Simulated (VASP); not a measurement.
# Al48N48O (a cell with a defect) in VASP: single point with PBEsol

Aim: the single point of Al48N48O (a cell with a defect) with PBEsol.

All numbers are computed with VASP 6.6.1; they aren't measurements. Logs are shortened: lines on timing, memory, paths and dates and some standing lists are left out, and cuts for length are marked.

### 1 The cell of the first run

The cell holds a defect, 97 atoms: a = 9.341 Å, b = 10.787 Å, c = 9.967 Å, α = 90.00°, β = 90.00°, γ = 90.00°.

### 2 Single point, PBEsol

INCAR reads:

```
  PREC = Accurate
  ENCUT = 520
  EDIFF = 1E-6
  ISMEAR = -1
  SIGMA = 0.05
  LREAL = Auto
  LASPH = True
  NELM = 120
  ALGO = Normal
  ISIF = 2
  LWAVE = False
  LCHARG = False
  GGA = PS
  NBANDS = 249
  ISYM = 0
  GGA_COMPAT = False
```

KPOINTS reads:

```
Automatic mesh
0
Gamma
  1 1 1
  0.25 0.25 0.25
```

POSCAR reads:

```
Al48N48O
1.0
    9.3414480000      0.0000000000      0.0000000000
    0.0000000000     10.7865750000      0.0000000000
    0.0000000000      0.0000000000      9.9670570000
Al N O
48 48 1
Direct
    0.1666670000      0.0833330000      0.2485000000
    0.1666670000      0.0833330000      0.7485000000
    0.0000000000      0.3333330000      0.2485000000
    0.0000000000      0.3333330000      0.7485000000
    0.5000000000      0.0833330000      0.2485000000
    0.5000000000      0.0833330000      0.7485000000
    0.3333330000      0.3333330000      0.2485000000
    0.3333330000      0.3333330000      0.7485000000
    0.1666670000      0.5833330000      0.2485000000
    0.1666670000      0.5833330000      0.7485000000
    0.0000000000      0.8333330000      0.2485000000
    0.0000000000      0.8333330000      0.7485000000
    0.8333330000      0.0833330000      0.2485000000
    0.8333330000      0.0833330000      0.7485000000
    0.6666670000      0.3333330000      0.2485000000
    0.6666670000      0.3333330000      0.7485000000
    0.5000000000      0.5833330000      0.2485000000
    0.5000000000      0.5833330000      0.7485000000
    0.3333330000      0.8333330000      0.2485000000
    0.3333330000      0.8333330000      0.7485000000
    0.8333330000      0.5833330000      0.2485000000
    0.8333330000      0.5833330000      0.7485000000
    0.6666670000      0.8333330000      0.2485000000
    0.6666670000      0.8333330000      0.7485000000
    0.0000000000      0.1666670000      0.4985000000
    0.0000000000      0.1666670000      0.9985000000
    0.3333330000      0.1666670000      0.4985000000
    0.3333330000      0.1666670000      0.9985000000
    0.1666670000      0.4166670000      0.4985000000
    0.1666670000      0.4166670000      0.9985000000
    0.0000000000      0.6666670000      0.4985000000
    0.0000000000      0.6666670000      0.9985000000
    0.6666670000      0.1666670000      0.4985000000
    0.6666670000      0.1666670000      0.9985000000
    0.5000000000      0.3691380000      0.5153250000
    0.5000000000      0.4166670000      0.9985000000
    0.3333330000      0.6666670000      0.4985000000
    0.3333330000      0.6666670000      0.9985000000
    0.1666670000      0.9166670000      0.4985000000
    0.1666670000      0.9166670000      0.9985000000
    0.8333330000      0.4166670000      0.4985000000
    0.8333330000      0.4166670000      0.9985000000
    0.6666670000      0.6666670000      0.4985000000
    0.6666670000      0.6666670000      0.9985000000
    0.5000000000      0.9166670000      0.4985000000
    0.5000000000      0.9166670000      0.9985000000
    0.8333330000      0.9166670000      0.4985000000
    0.8333330000      0.9166670000      0.9985000000
    0.0000000000      0.1666670000      0.1895000000
    0.0000000000      0.1666670000      0.6895000000
    0.3333330000      0.1666670000      0.1895000000
    0.3333330000      0.1666670000      0.6895000000
    0.1666670000      0.4166670000      0.1895000000
    0.1666670000      0.4166670000      0.6895000000
    0.0000000000      0.6666670000      0.1895000000
    0.0000000000      0.6666670000      0.6895000000
    0.6666670000      0.1666670000      0.1895000000
    0.6666670000      0.1666670000      0.6895000000
    0.5000000000      0.4166670000      0.1895000000
    0.5000000000      0.4166670000      0.6895000000
    0.3333330000      0.6666670000      0.1895000000
    0.3333330000      0.6666670000      0.6895000000
    0.1666670000      0.9166670000      0.1895000000
    0.1666670000      0.9166670000      0.6895000000
    0.8333330000      0.4166670000      0.1895000000
    0.8333330000      0.4166670000      0.6895000000
    0.6666670000      0.6666670000      0.1895000000
    0.6666670000      0.6666670000      0.6895000000
    0.5000000000      0.9166670000      0.1895000000
    0.5000000000      0.9166670000      0.6895000000
    0.8333330000      0.9166670000      0.1895000000
    0.8333330000      0.9166670000      0.6895000000
    0.1666670000      0.0833330000      0.4395000000
    0.1666670000      0.0833330000      0.9395000000
    0.0000000000      0.3333330000      0.4395000000
    0.0000000000      0.3333330000      0.9395000000
    0.5000000000      0.0833330000      0.4395000000
    0.5000000000      0.0833330000      0.9395000000
    0.3333330000      0.3333330000      0.4395000000
    0.3333330000      0.3333330000      0.9395000000
    0.1666670000      0.5833330000      0.4395000000
    0.1666670000      0.5833330000      0.9395000000
    0.0000000000      0.8333330000      0.4395000000
    0.0000000000      0.8333330000      0.9395000000
    0.8333330000      0.0833330000      0.4395000000
    0.8333330000      0.0833330000      0.9395000000
    0.6666670000      0.3333330000      0.4395000000
    0.6666670000      0.3333330000      0.9395000000
    0.5000000000      0.6308620000      0.4226750000
    0.5000000000      0.5833330000      0.9395000000
    0.3333330000      0.8333330000      0.4395000000
    0.3333330000      0.8333330000      0.9395000000
    0.8333330000      0.5833330000      0.4395000000
    0.8333330000      0.5833330000      0.9395000000
    0.6666670000      0.8333330000      0.4395000000
    0.6666670000      0.8333330000      0.9395000000
    0.5000000000      0.5000000000      0.4690000000
```

Potentials or basis: VASP PAW PBE potentials, release 64 (Al, N, O).

On the command line:

```sh
cat potpaw_PBE.64/Al/POTCAR potpaw_PBE.64/N/POTCAR potpaw_PBE.64/O/POTCAR > POTCAR
mpirun -np 1 vasp_std > vasp.out
```

OUTCAR:

```text
PREC = Accurate
   ENCUT = 520
   EDIFF = 1E-6
   ISMEAR = -1
   LREAL = Auto
   LASPH = True
   NELM = 120
   ISIF = 2
   GGA = PS
   ISYM = 0

 ion  position               nearest neighbor table
   1  0.167  0.083  0.248-  63 1.89  51 1.89  49 1.89  73 1.90  39 3.07  40 3.07  27 3.07  28 3.07
                            25 3.07  26 3.07   7 3.11  19 3.11   5 3.11  11 3.11   3 3.11  13 3.11
   2  0.167  0.083  0.748-  64 1.89  52 1.89  50 1.89  74 1.90  39 3.07  40 3.07  27 3.07  28 3.07
                            25 3.07  26 3.07   8 3.11  20 3.11   6 3.11  12 3.11   4 3.11  14 3.11
   3  0.000  0.333  0.248-  49 1.89  53 1.89  65 1.89  75 1.90  25 3.07  26 3.07  29 3.07  30 3.07
                            41 3.07  42 3.07   7 3.11  15 3.11   1 3.11  21 3.11   9 3.11  13 3.11
   4  0.000  0.333  0.748-  50 1.89  54 1.89  66 1.89  76 1.90  25 3.07  26 3.07  29 3.07  30 3.07
                            41 3.07  42 3.07   8 3.11  16 3.11   2 3.11  22 3.11  10 3.11  14 3.11
   5  0.500  0.083  0.248-  69 1.89  57 1.89  51 1.89  77 1.90  45 3.07  46 3.07  33 3.07  34 3.07
                            27 3.07  28 3.07   1 3.11  13 3.11  19 3.11  23 3.11   7 3.11  15 3.11
   6  0.500  0.083  0.748-  70 1.89  58 1.89  52 1.89  78 1.90  45 3.07  46 3.07  33 3.07  34 3.07
                            27 3.07  28 3.07   2 3.11  14 3.11  20 3.11  24 3.11   8 3.11  16 3.11
   7  0.333  0.333  0.248-  51 1.89  53 1.89  59 1.89  79 1.90  27 3.07  28 3.07  29 3.07  30 3.07
                            36 3.07  35 3.11   1 3.11   9 3.11   3 3.11   5 3.11  17 3.11  15 3.11
   8  0.333  0.333  0.748-  52 1.89  54 1.89  60 1.89  80 1.90  35 2.82  28 3.07  27 3.07  30 3.07
                            29 3.07  36 3.07   2 3.11  10 3.11   4 3.11   6 3.11  18 3.11  16 3.11
   9  0.167  0.583  0.248-  53 1.89  61 1.89  55 1.89  81 1.90  29 3.07  30 3.07  37 3.07  38 3.07
[... 37 lines left out ...]
  28  0.333  0.167  0.998-  80 1.89  74 1.89  78 1.89  51 1.90   7 3.07   8 3.07   1 3.07   2 3.07
                             5 3.07   6 3.07  30 3.11  40 3.11  26 3.11  36 3.11  46 3.11  34 3.11
  29  0.167  0.417  0.498-  81 1.89  79 1.89  75 1.89  54 1.90   9 3.07  10 3.07   7 3.07   8 3.07
                             3 3.07   4 3.07  27 3.11  37 3.11  31 3.11  25 3.11  41 3.11  35 3.16
  30  0.167  0.417  0.998-  82 1.89  80 1.89  76 1.89  53 1.90   9 3.07  10 3.07   7 3.07   8 3.07
                             3 3.07   4 3.07  28 3.11  38 3.11  36 3.11  26 3.11  32 3.11  42 3.11
  31  0.000  0.667  0.498-  83 1.89  81 1.89  93 1.89  56 1.90  11 3.07  12 3.07   9 3.07  10 3.07
                            21 3.07  22 3.07  37 3.11  43 3.11  39 3.11  41 3.11  29 3.11  47 3.11
  32  0.000  0.667  0.998-  84 1.89  82 1.89  94 1.89  55 1.90  11 3.07  12 3.07   9 3.07  10 3.07
                            21 3.07  22 3.07  38 3.11  44 3.11  40 3.11  42 3.11  30 3.11  48 3.11
  33  0.667  0.167  0.498-  87 1.89  85 1.89  77 1.89  58 1.90  35 2.69  16 3.07  15 3.07  14 3.07
                            13 3.07   6 3.07   5 3.07  41 3.11  47 3.11  25 3.11  45 3.11  27 3.11
  34  0.667  0.167  0.998-  88 1.89  86 1.89  78 1.89  57 1.90  15 3.07  16 3.07  13 3.07  14 3.07
                             5 3.07   6 3.07  42 3.11  48 3.11  26 3.11  46 3.11  36 3.11  28 3.11
  35  0.500  0.369  0.515-  97 1.49  87 1.77  79 1.77  60 1.81  27 2.69  33 2.69   8 2.82  16 2.82
                            15 3.11   7 3.11  29 3.16  41 3.16  18 3.28
  36  0.500  0.417  0.998-  90 1.89  88 1.89  80 1.89  59 1.90  17 3.07  18 3.07  15 3.07  16 3.07
                             7 3.07   8 3.07  30 3.11  42 3.11  34 3.11  38 3.11  28 3.11  44 3.11
  37  0.333  0.667  0.498-  89 1.77  91 1.89  81 1.89  62 1.90  97 2.40  20 3.07  19 3.07  10 3.07
                             9 3.07  18 3.07  17 3.07  39 3.11  29 3.11  31 3.11  45 3.11  43 3.11
  38  0.333  0.667  0.998-  92 1.89  82 1.89  90 1.89  61 1.90  19 3.07  20 3.07   9 3.07  10 3.07
                            17 3.07  18 3.07  30 3.11  40 3.11  32 3.11  36 3.11  46 3.11  44 3.11
  39  0.167  0.917  0.498-  73 1.89  91 1.89  83 1.89  64 1.90   1 3.07   2 3.07  19 3.07  20 3.07
                            11 3.07  12 3.07  27 3.11  37 3.11  45 3.11  25 3.11  31 3.11  47 3.11
  40  0.167  0.917  0.998-  74 1.89  92 1.89  84 1.89  63 1.90   1 3.07   2 3.07  19 3.07  20 3.07
                            11 3.07  12 3.07  28 3.11  38 3.11  46 3.11  26 3.11  32 3.11  48 3.11
  41  0.833  0.417  0.498-  93 1.89  87 1.89  75 1.89  66 1.90  21 3.07  22 3.07  15 3.07  16 3.07
                             3 3.07   4 3.07  33 3.11  43 3.11  25 3.11  31 3.11  29 3.11  35 3.16
  42  0.833  0.417  0.998-  94 1.89  88 1.89  76 1.89  65 1.90  21 3.07  22 3.07  15 3.07  16 3.07
                             3 3.07   4 3.07  34 3.11  44 3.11  36 3.11  32 3.11  26 3.11  30 3.11
  43  0.667  0.667  0.498-  89 1.77  95 1.89  93 1.89  68 1.90  97 2.40  24 3.07  23 3.07  22 3.07
[... 339 lines left out ...]
   NUPDOWN=      -1.0000    fix difference up-down
   EMIN   =  10.00;   EMAX   =-10.00  energy-range for DOS
   EFERMI =   0.00;   METHOD = LEGACY
   ISMEAR =    -1;   SIGMA  =   0.05  broadening in eV -4-tet -1-fermi 0-gaus
   EFERMI_NEDOS =   21; number of points for ismear=-14 and -15
   IALGO  =     38    algorithm
   IMIX   =      4    mixing-type and parameters
     AMIX     =   0.40;   BMIX     =  1.00
     AMIX_MAG =   1.60;   BMIX_MAG =  1.00
  volume/ion in A,a.u.               =      10.35        69.87
  Fermi-wavevector in a.u.,A,eV,Ry     =   1.194377  2.257045 19.409209  1.426537
  Thomas-Fermi vector in A             =   2.330369
   LORBIT       =      0    0 simple, 1 ext, 2 COOP (PROOUT), +10 PAW based schemes
   GGA     = PS    functional components
   LHFCALC =     F    Hartree Fock is set to
   AEXX    =    0.0000 exact exchange contribution
   IVDW    =     0    specifies the selected vdW correction
   LEPSILON=     F    determine dielectric tensor
   LRPA    =     F    only Hartree local field effects (RPA)
 non-spin polarized calculation
  energy-cutoff  :      520.00
  volume of cell :     1004.30
 maximum number of plane-waves:     27045
 NGX is ok and might be reduce to    70
   NGX = 35   NGY = 41   NGZ = 37

 number of electron     389.9999982 magnetization

 Free energy of the ion-electron system (eV)
  ---------------------------------------------------
  ext. energy  EPLUGINS =         0.00000000
  ---------------------------------------------------
  free energy    TOTEN  =      -752.25143851 eV

  energy without entropy =     -752.25143851  energy(sigma->0) =     -752.25143851

 E-fermi :   7.8282     XC(G=0): -11.1348

 val. band max:        6.5322147427   @ k =   0.2500  -0.2500  -0.2500
 cond. band min:      10.4708753320   @ k =  -0.2500  -0.2500   0.2500
 fundamental gap:      3.9386605892
 Fermi energy:         7.8282301503

 k-point     1 :       0.2500    0.2500    0.2500
  band No.  band energies     occupation
      1     -13.9394      2.00000
      2      -8.8707      2.00000
      3      -8.5868      2.00000
      4      -8.4256      2.00000
      5      -8.3507      2.00000
      6      -8.1522      2.00000
[... 829 lines left out ...]
    206      11.7934      0.00000
    207      11.9232      0.00000
 [bands above 207 left out]

------------------------ aborting loop because EDIFF is reached ----------------------------------------

  FORCE on cell =-STRESS in cart. coord.  units (eV):
  Direction    XX          YY          ZZ          XY          YZ          ZX
  --------------------------------------------------------------------------------------
  -------------------------------------------------------------------------------------
  Total       13.2352626     26.2276411     13.5632376      0.0000043     -4.8589035      0.0000059
  in kB       21.1143850     41.8412938     21.6376077      0.0000068     -7.7514714      0.0000093
  external PRESSURE =      28.1977621 kB  Pullay stress =       0.0000000 kB

 VOLUME and BASIS-vectors are now :
 -----------------------------------------------------------------------------
  energy-cutoff  :      520.00
  volume of cell :     1004.30
      direct lattice vectors                 reciprocal lattice vectors
     9.341448000  0.000000000  0.000000000     0.107049785  0.000000000  0.000000000
     0.000000000 10.786575000  0.000000000     0.000000000  0.092707834  0.000000000
     0.000000000  0.000000000  9.967057000     0.000000000  0.000000000  0.100330519

 POSITION                                       TOTAL-FORCE (eV/Angst)
 -----------------------------------------------------------------------------------
      1.55691      0.89888      2.47681         0.005738     -0.025162      0.046234
      1.55691      0.89888      7.46034        -0.104130     -0.070556      0.012593
      0.00000      3.59552      2.47681         0.000003     -0.031490      0.001168
      0.00000      3.59552      7.46034         0.000000      0.008791      0.016935
      4.67072      0.89888      2.47681         0.000001     -0.021045     -0.144704
      4.67072      0.89888      7.46034        -0.000001     -0.129380      0.136954
[... 89 lines left out ...]
      6.22764      8.98881      9.36405        -0.005127      0.000117     -0.052812
      4.67072      5.39329      4.67455        -0.000002     11.809394     -3.749957
 -----------------------------------------------------------------------------------
    total drift:                               -0.000008      0.005141     -0.041529

  FREE ENERGIE OF THE ION-ELECTRON SYSTEM (eV)
  ---------------------------------------------------
  free  energy   TOTEN  =      -752.2514385132 eV

  energy  without entropy=     -752.2514385132  energy(sigma->0) =     -752.25143851
```

It took 58 min on 1 thread of Intel Xeon 8259CL, shared host; peak memory 1.2 GiB.

Results:

| Quantity | Value |
| --- | --- |
| Free energy | -752.2514 eV |
| Pressure | 2.8 GPa |
| Largest force | 12.390 eV/Å |
| Band gap on the k mesh | 3.94 eV |

Forces in eV/Å, atoms in the order of the input:
```
Al   0.006 -0.025  0.046
Al  -0.104 -0.071  0.013
Al   0.000 -0.031  0.001
Al   0.000  0.009  0.017
Al   0.000 -0.021 -0.145
Al   0.000 -0.129  0.137
Al   0.095  0.022  0.066
Al  -0.110  0.149  0.551
Al   0.056  0.107 -0.124
Al  -0.019 -0.041  0.039
Al   0.000  0.018  0.010
Al   0.000  0.032  0.012
Al  -0.006 -0.025  0.046
Al   0.104 -0.071  0.013
Al  -0.095  0.022  0.066
Al   0.110  0.149  0.551
Al   0.000  0.122 -1.829
Al   0.000 -0.201 -0.087
Al  -0.010 -0.075  0.126
Al   0.006  0.058 -0.027
Al  -0.056  0.107 -0.124
Al   0.019 -0.041  0.039
Al   0.010 -0.075  0.126
Al  -0.006  0.058 -0.027
Al   0.000 -0.037 -0.054
Al   0.000  0.009  0.019
Al  -0.994 -0.749 -0.330
Al  -0.003  0.031  0.035
Al   0.176 -0.038  0.056
Al   0.034 -0.006 -0.015
Al   0.000  0.116  0.014
Al   0.000  0.001  0.024
Al   0.994 -0.749 -0.330
Al   0.003  0.031  0.035
Al   0.000 -5.221  2.327
Al   0.000 -0.014 -0.065
Al  -1.872  1.101  0.780
Al  -0.045 -0.012  0.128
Al   0.111 -0.019 -0.109
Al   0.001 -0.027  0.036
Al  -0.176 -0.038  0.056
Al  -0.034 -0.006 -0.015
Al   1.872  1.101  0.780
Al   0.045 -0.012  0.128
Al   0.000 -0.303 -0.022
Al   0.000 -0.019  0.025
Al  -0.111 -0.019 -0.109
Al  -0.001 -0.027  0.036
N    0.000  0.019 -0.023
N    0.000  0.017  0.020
N    0.029 -0.002 -0.013
N    0.177  0.103 -0.124
N    0.008 -0.024  0.097
N    0.014 -0.023 -0.026
N    0.000 -0.036  0.029
N    0.000 -0.013 -0.028
N   -0.029 -0.002 -0.013
N   -0.177  0.103 -0.124
N    0.000  0.142  0.052
N    0.000 -1.480  2.569
N   -0.240 -0.099 -0.376
N    0.158 -0.187 -0.193
N   -0.021  0.030 -0.058
N    0.006  0.021  0.049
N   -0.008 -0.024  0.097
N   -0.014 -0.023 -0.026
N    0.240 -0.099 -0.376
N   -0.158 -0.187 -0.193
N    0.000  0.073 -0.011
N    0.000  0.071  0.028
N    0.021  0.030 -0.058
N   -0.006  0.021  0.049
N   -0.053 -0.047  0.050
N    0.023  0.018 -0.050
N    0.000  0.071 -0.009
N    0.000  0.002  0.000
N    0.000  0.317  0.115
N    0.000  0.010 -0.056
N   -2.060 -2.434 -0.422
N   -0.098 -0.039  0.063
N    0.252 -0.127 -0.003
N   -0.017 -0.013 -0.069
N    0.000 -0.068  0.024
N    0.000 -0.004 -0.022
N    0.053 -0.047  0.050
N   -0.023  0.018 -0.050
N    2.060 -2.434 -0.422
N    0.098 -0.039  0.062
N    0.000 -1.566  0.413
N    0.000 -0.028 -0.116
N   -0.409  0.587  0.052
N    0.005  0.000 -0.053
N   -0.252 -0.127 -0.003
N    0.017 -0.013 -0.069
N    0.409  0.587  0.052
N   -0.005  0.000 -0.053
O    0.000 11.809 -3.750
```

Caveat: the PAW data sets were made with another functional, which shifts forces and pressure a little.
